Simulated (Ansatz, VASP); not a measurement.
AlN: VASP beside Ansatz

```
CELL_PARAMETERS angstrom
0.00000 2.18488 2.18488
2.18488 0.00000 2.18488
2.18488 2.18488 0.00000
ATOMIC_POSITIONS crystal
Al 0.00000 0.00000 0.00000
N 0.75000 0.75000 0.75000
```

Alike in both runs: task single point; functional PBE; k mesh 4 × 4 × 4; no spin polarisation.

|  | VASP | Ansatz |
| --- | --- | --- |
| version | VASP 6.6.1 | Ansatz 0.2.0 |
| potentials or method | VASP PAW PBE potentials, release 64 (Al, N) | plane waves |
| plane-wave cutoff (eV) | 520 | 420 |
| occupations | gaussian, width 0.01 eV | fixed |
| valence electrons in the cell | 8 | 8 |

Ansatz gave:

* gap on the k mesh at the Fermi level (eV): 3.30
* pressure (GPa): 4.7

Problem. What did VASP give for the same quantities?

Solution. gap on the k mesh at the Fermi level (eV): 3.29; pressure (GPa): 4.4.

The k mesh is coarse, so the values compare programs but aren't converged.
